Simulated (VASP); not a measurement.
# Cr (Fm-3m) in VASP: single point with revPBE

Aim: the single point of Cr with revPBE.

Everything below comes from runs of VASP 6.6.1. Logs are shortened: lines on timing, memory, paths and dates and some standing lists are left out, and cuts for length are marked.

### Step 1. The cell of the first run

Symmetry: Fm-3m, No. 225, cubic system. Conventional cell: a = 3.641 Å, b = 3.641 Å, c = 3.641 Å, α = 90.00°, β = 90.00°, γ = 90.00°. Cr (site symmetry m-3m) has 12 Cr at 2.57 Å within 3.4 Å.

This isn't the form of Cr at room conditions, which is bcc.

### Step 2. Single point, revPBE, collinear spin, ferromagnetic start

INCAR

```
SYSTEM = Cr
PREC = Accurate ; ENCUT = 520
EDIFF = 1E-6 ; ISMEAR = -1
SIGMA = 0.05 ; LREAL = .FALSE.
LASPH = .TRUE. ; NELM = 150
ALGO = Normal ; ISIF = 2
LWAVE = .FALSE. ; LCHARG = .FALSE.
ISPIN = 2 ; MAGMOM = 1.5
LORBIT = 11 ; LMAXMIX = 4
GGA = RE ; NBANDS = 16
```

KPOINTS

```
regular mesh
0
G
  24 24 24
  0 0 0
```

POSCAR

```
Cr
1.0
    0.0000000000      1.8205285025      1.8205285025
    1.8205285025      0.0000000000      1.8205285025
    1.8205285025      1.8205285025      0.0000000000
Cr
1
Direct
    0.0000000000      0.0000000000      0.0000000000
```

Potentials or basis: VASP PAW PBE potentials, release 64 (Cr_pv).

The run is started by

```sh
$ cat potpaw_PBE.64/Cr_pv/POTCAR > POTCAR
$ mpirun -np 1 vasp_std > vasp.out
```

OUTCAR:

```text
SYSTEM = Cr
   PREC = Accurate
   ENCUT = 520
   EDIFF = 1E-6
   ISMEAR = -1
   LREAL = .FALSE.
   LASPH = .TRUE.
   NELM = 150
   ISIF = 2
   ISPIN = 2
   LORBIT = 11
   GGA = RE

 ion  position               nearest neighbor table
   1  0.000  0.000  0.000-

  LATTYP: Found a face centered cubic cell.
 ALAT       =     3.6410570050

  Lattice vectors:

 A1 = (   0.0000000000,   1.8205285025,   1.8205285025)
 A2 = (   1.8205285025,   0.0000000000,   1.8205285025)
 A3 = (   1.8205285025,   1.8205285025,   0.0000000000)

Analysis of symmetry for initial positions (statically):
=====================================================================
 Subroutine PRICEL returns:
 Original cell was already a primitive cell.

 Routine SETGRP: Setting up the symmetry group for a
 face centered cubic supercell.

 Subroutine GETGRP returns: Found 48 space group operations
 (whereof 48 operations were pure point group operations)
 out of a pool of 48 trial point group operations.

The static configuration has the point symmetry O_h .

Analysis of symmetry for dynamics (positions and initial velocities):
=====================================================================
 Subroutine PRICEL returns:
 Original cell was already a primitive cell.

 Routine SETGRP: Setting up the symmetry group for a
 face centered cubic supercell.

 Subroutine GETGRP returns: Found 48 space group operations
 (whereof 48 operations were pure point group operations)
 out of a pool of 48 trial point group operations.

The dynamic configuration has the point symmetry O_h .

Analysis of structural, dynamic, and magnetic symmetry:
=====================================================================
 Subroutine PRICEL returns:
 Original cell was already a primitive cell.

 Routine SETGRP: Setting up the symmetry group for a
 face centered cubic supercell.

 Subroutine GETGRP returns: Found 48 space group operations
 (whereof 48 operations were pure point group operations)
 out of a pool of 48 trial point group operations.

The overall configuration has the point symmetry O_h .

 Subroutine INISYM returns: Found 48 space group operations
 (whereof 48 operations are pure point group operations),
 and found     1 'primitive' translations

----------------------------------------------------------------------------------------

                                     Primitive cell

  volume of cell :      12.0676

  direct lattice vectors                    reciprocal lattice vectors
     0.000000000  1.820528502  1.820528502    -0.274645522  0.274645522  0.274645522
     1.820528502  0.000000000  1.820528502     0.274645522 -0.274645522  0.274645522
     1.820528502  1.820528502  0.000000000     0.274645522  0.274645522 -0.274645522

  length of vectors
     2.574616099  2.574616099  2.574616099     0.475699997  0.475699997  0.475699997

  position of ions in fractional coordinates (direct lattice)
     0.000000000  0.000000000  0.000000000

  ion indices of the primitive-cell ions
   primitive index   ion index
                 1           1

----------------------------------------------------------------------------------------

 KPOINTS: regular mesh

Automatic generation of k-mesh.
 Grid dimensions read from file:
 generate k-points for:   24   24   24

 Generating k-lattice:

  Cartesian coordinates                     Fractional coordinates (reciprocal lattice)
    -0.011443563  0.011443563  0.011443563     0.041666667  0.000000000  0.000000000
     0.011443563 -0.011443563  0.011443563     0.000000000  0.041666667  0.000000000
     0.011443563  0.011443563 -0.011443563     0.000000000  0.000000000  0.041666667

  Length of vectors
     0.019820833  0.019820833  0.019820833

  Shift w.r.t. Gamma in fractional coordinates (k-lattice)
     0.000000000  0.000000000  0.000000000

 Subroutine IBZKPT returns following result:
 ===========================================

 Found    413 irreducible k-points:

 Following reciprocal coordinates:
            Coordinates               Weight
  0.000000  0.000000  0.000000      1.000000
  0.041667  0.000000  0.000000      8.000000
  0.083333  0.000000  0.000000      8.000000
  0.125000  0.000000  0.000000      8.000000
  0.166667  0.000000  0.000000      8.000000
  0.208333  0.000000  0.000000      8.000000
[... 16 lines left out ...]
  0.416667  0.041667  0.000000     24.000000
  0.458333  0.041667  0.000000     24.000000
 [... further k-points ...]
   k-points           NKPTS =    413   k-points in BZ     NKDIM =    413   number of bands    NBANDS=     16
   number of dos      NEDOS =    301   number of ions     NIONS =      1
   total plane-waves  NPLWV =   8000
   dimension x,y,z NGX =    20 NGY =   20 NGZ =   20
   dimension x,y,z NGXF=    40 NGYF=   40 NGZF=   40
   ions per type =               1
   NGX,Y,Z   is equivalent  to a cutoff of  12.91, 12.91, 12.91 a.u.
   NGXF,Y,Z  is equivalent  to a cutoff of  25.83, 25.83, 25.83 a.u.
 SYSTEM =  Cr
   PREC   = accura    normal or accurate (medium, high low for compatibility)
   ISTART =      0    job   : 0-new  1-cont  2-samecut
   ICHARG =      2    charge: 1-file 2-atom 10-const
   ISPIN  =      2    spin polarized calculation?
   LNONCOLLINEAR =      F non collinear calculations
   LSORBIT =      F    spin-orbit coupling
   LASPH  =      T    aspherical Exc in radial PAW
   ENCUT  =  520.0 eV  38.22 Ry    6.18 a.u.   4.79  4.79  4.79*2*pi/ulx,y,z
   NELM   =    150;   NELMIN=  2; NELMDL= -5     # of ELM steps
   EDIFF  = 0.1E-05   stopping-criterion for ELM
   LREAL  =      F    real-space projection
   EDIFFG = 0.1E-04   stopping-criterion for IOM
   NSW    =      0    number of steps for IOM
   IBRION =     -1    ionic relax: 0-MD 1-quasi-New 2-CG
   NFREE  =      0    steps in history (QN), initial steepest desc. (CG)
   ISIF   =      2    stress and relaxation
   ISYM   =      2    0-nonsym 1-usesym 2-fastsym
   POTIM  = 0.5000    time-step for ionic-motion
   TEBEG  =    0.0;   TEEND  =   0.0 temperature during run
   PSTRESS=    0.0 pullay stress
   NELECT =      12.0000    total number of electrons
   NUPDOWN=      -1.0000    fix difference up-down
   EMIN   =  10.00;   EMAX   =-10.00  energy-range for DOS
   EFERMI =   0.00;   METHOD = LEGACY
   ISMEAR =    -1;   SIGMA  =   0.05  broadening in eV -4-tet -1-fermi 0-gaus
   EFERMI_NEDOS =   21; number of points for ismear=-14 and -15
   IALGO  =     38    algorithm
   IMIX   =      4    mixing-type and parameters
     AMIX     =   0.40;   BMIX     =  1.00
     AMIX_MAG =   1.60;   BMIX_MAG =  1.00
  volume/ion in A,a.u.               =      12.07        81.44
  Fermi-wavevector in a.u.,A,eV,Ry     =   1.634034  3.087877 36.328470  2.670067
  Thomas-Fermi vector in A             =   2.725740
   LORBIT       =     11    0 simple, 1 ext, 2 COOP (PROOUT), +10 PAW based schemes
   GGA     = RE    functional components
   LHFCALC =     F    Hartree Fock is set to
   AEXX    =    0.0000 exact exchange contribution
   IVDW    =     0    specifies the selected vdW correction
   LEPSILON=     F    determine dielectric tensor
   LRPA    =     F    only Hartree local field effects (RPA)
 spin polarized calculation
  energy-cutoff  :      520.00
  volume of cell :       12.07
 maximum number of plane-waves:       335
   NGX =  9   NGY =  9   NGZ =  9

 number of electron      12.0000006 magnetization       0.0004579

 number of electron      12.0000006 magnetization      -0.0000039

 Free energy of the ion-electron system (eV)
  ---------------------------------------------------
  ext. energy  EPLUGINS =         0.00000000
  ---------------------------------------------------
  free energy    TOTEN  =        -8.72130243 eV

  energy without entropy =       -8.70564982  energy(sigma->0) =       -8.71347612

 E-fermi :  10.1994     XC(G=0): -13.3219

 val. band max:       10.1960113866   @ k =   0.5000   0.1667   0.0833
 cond. band min:      10.2003203038   @ k =   0.2917   0.2500   0.0417
 fundamental gap:      0.0043089172
 Fermi energy:        10.1993751514

 spin component 1

 k-point     1 :       0.0000    0.0000    0.0000
  band No.  band energies     occupation
      1     -32.2494      1.00000
      2     -32.2494      1.00000
      3     -32.2494      1.00000
      4       2.7473      1.00000
      5       9.7853      0.99975
      6       9.7853      0.99975
[... 8 lines left out ...]
     15      40.2824      0.00000
     16      40.8420      0.00000

 k-point     2 :       0.0417    0.0000    0.0000
  band No.  band energies     occupation
      1     -32.2635      1.00000
      2     -32.2512      1.00000
      3     -32.2512      1.00000
      4       2.8171      1.00000
      5       9.7519      0.99987
      6       9.8087      0.99960
[... 8 lines left out ...]
     15      40.4611      0.00000
     16      40.8471      0.00000
[... 387 lines left out ...]
      5       9.6827      0.99997
      6       9.8116      0.99957
[... 8 lines left out ...]
     15      37.8120      0.00000
     16      38.5412      0.00000

 k-point    24 :       0.4583    0.0417    0.0000
  band No.  band energies     occupation
      1     -33.0168      1.00000
      2     -32.3554      1.00000
      3     -32.3549      1.00000
      4       6.3837      1.00000
      5       9.6319      0.99999
      6       9.7492      0.99988
[... 8 lines left out ...]
     15      37.9311      0.00000
     16      38.2717      0.00000

 [... further k-points ...]

 spin component 2

 k-point     1 :       0.0000    0.0000    0.0000
  band No.  band energies     occupation
      1     -32.2494      1.00000
      2     -32.2494      1.00000
      3     -32.2494      1.00000
      4       2.7473      1.00000
      5       9.7853      0.99975
      6       9.7853      0.99975
[... 8 lines left out ...]
     15      40.2823      0.00000
     16      40.8420      0.00000

 k-point     2 :       0.0417    0.0000    0.0000
  band No.  band energies     occupation
      1     -32.2635      1.00000
      2     -32.2512      1.00000
      3     -32.2512      1.00000
      4       2.8171      1.00000
      5       9.7519      0.99987
      6       9.8087      0.99960
[... 8 lines left out ...]
     15      40.4611      0.00000
     16      40.8471      0.00000
[... 387 lines left out ...]
      5       9.6827      0.99997
      6       9.8117      0.99957
[... 8 lines left out ...]
     15      37.8120      0.00000
     16      38.5412      0.00000

 k-point    24 :       0.4583    0.0417    0.0000
  band No.  band energies     occupation
      1     -33.0168      1.00000
      2     -32.3554      1.00000
      3     -32.3549      1.00000
      4       6.3837      1.00000
      5       9.6319      0.99999
      6       9.7492      0.99988
[... 8 lines left out ...]
     15      37.9311      0.00000
     16      38.2717      0.00000

 [... further k-points ...]
[... 5 lines left out ...]
  --------------------------------------------------------------------------------------
  -------------------------------------------------------------------------------------
  Total       -0.0319565     -0.0319565     -0.0319565     -0.0000000     -0.0000000      0.0000000
  in kB       -4.2427555     -4.2427555     -4.2427555     -0.0000000     -0.0000000      0.0000000
  external PRESSURE =      -4.2427555 kB  Pullay stress =       0.0000000 kB

 VOLUME and BASIS-vectors are now :
 -----------------------------------------------------------------------------
  energy-cutoff  :      520.00
  volume of cell :       12.07
      direct lattice vectors                 reciprocal lattice vectors
     0.000000000  1.820528502  1.820528502    -0.274645522  0.274645522  0.274645522
     1.820528502  0.000000000  1.820528502     0.274645522 -0.274645522  0.274645522
     1.820528502  1.820528502  0.000000000     0.274645522  0.274645522 -0.274645522

 POSITION                                       TOTAL-FORCE (eV/Angst)
 -----------------------------------------------------------------------------------
      0.00000      0.00000      0.00000        -0.000000     -0.000000      0.000000
 -----------------------------------------------------------------------------------
    total drift:                                0.000000      0.000000      0.000000

  FREE ENERGIE OF THE ION-ELECTRON SYSTEM (eV)
  ---------------------------------------------------
  free  energy   TOTEN  =        -8.7213024313 eV

  energy  without entropy=       -8.7056498161  energy(sigma->0) =       -8.71347612

 total charge

# of ion       s       p       d       tot
------------------------------------------
    1        0.446   6.365   4.173  10.985

 magnetization (x)

# of ion       s       p       d       tot
------------------------------------------
    1        0.000  -0.000   0.000   0.000
```

It took 67 s on 1 thread of Intel Xeon 6975P-C (Granite Rapids), shared host; peak memory 0.22 GiB.

Results:

```yaml
Free_energy: -8.7213 eV
Pressure: -0.4 GPa
Band_gap_on_the_k_mesh: zero (filled and empty bands overlap)
Net_moment: 0.00 μB per cell
Valence_electrons_inside_the_program's_atomic_spheres: Cr 10.98
```

Caveat: the moments typed at the start vanished in this run; the PAW data sets were made with another functional, which shifts forces and pressure a little.
